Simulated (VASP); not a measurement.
TiTe2:

```
CELL_PARAMETERS angstrom
3.77700 0.00000 0.00000
-1.88850 3.27098 0.00000
0.00000 0.00000 6.49800
ATOMIC_POSITIONS crystal
Ti 0.00000 0.00000 0.00000
Te 0.66667 0.33333 0.26280
Te 0.33333 0.66667 0.73720
```

```yaml
Program: VASP 6.6.1
Task: relaxation of cell and atoms
Functional: PBEsol
Potentials_or_basis: VASP PAW PBE potentials, release 64 (Ti_sv, Te)
Cutoff: 600 eV
k_mesh: 12 × 12 × 8
Occupations: gaussian, width 0.1 eV
Spin: no spin polarisation
```

At the start: pressure -2.2 GPa; volume 26.76 Å³/atom.

Question: Where does the relaxation end?

Answer: Over 18 steps the energy falls by 9.7 meV/atom and the volume is 25.40 Å³/atom (-5.1 %); space group P-3m1 (No. 164, to 0.05 Å).

The path:
| step | energy change (eV) | largest force (eV/Å) | pressure (GPa) | volume (Å³) |
| --- | --- | --- | --- | --- |
| 1 | 0.0000 | 0.0903 | -2.22 | 80.28 |
| 2 | -0.0131 | 0.4031 | 1.55 | 76.05 |
| 3 | -0.0204 | 0.2117 | 0.05 | 77.59 |
| 4 | -0.0257 | 0.1303 | 0.00 | 77.21 |
| 5 | -0.0276 | 0.0289 | -0.04 | 76.75 |
| 6 | -0.0276 | 0.0418 | -0.02 | 76.81 |
| 7 | -0.0276 | 0.0459 | -0.02 | 76.83 |
| 8 | -0.0280 | 0.0338 | -0.07 | 76.77 |
| 9 | -0.0287 | 0.0029 | -0.20 | 76.62 |
| 10 | -0.0287 | 0.0185 | -0.25 | 76.55 |
| 11 | -0.0289 | 0.0037 | -0.11 | 76.34 |
| 12 | -0.0290 | 0.0057 | -0.01 | 76.21 |
| 13 | -0.0290 | 0.0050 | -0.01 | 76.22 |
| 14 | -0.0290 | 0.0008 | -0.03 | 76.28 |
| 15 | -0.0290 | 0.0030 | -0.04 | 76.25 |
| 16 | -0.0290 | 0.0047 | -0.03 | 76.22 |
| 17 | -0.0290 | 0.0039 | 0.00 | 76.22 |
| 18 | -0.0290 | 0.0027 | 0.00 | 76.19 |

Final structure:
```
CELL_PARAMETERS angstrom
3.69653 0.00000 0.00000
-1.84826 3.20129 0.00000
0.00000 0.00000 6.43838
ATOMIC_POSITIONS crystal
Ti 0.00000 0.00000 0.00000
Te 0.66667 0.33333 0.26776
Te 0.33333 0.66667 0.73224
```

Caveat: the PAW data sets were made with another functional, which shifts forces and pressure a little; this functional lacks dispersion, which binds the layers, so the pressure and a relaxed spacing across them are unreliable.
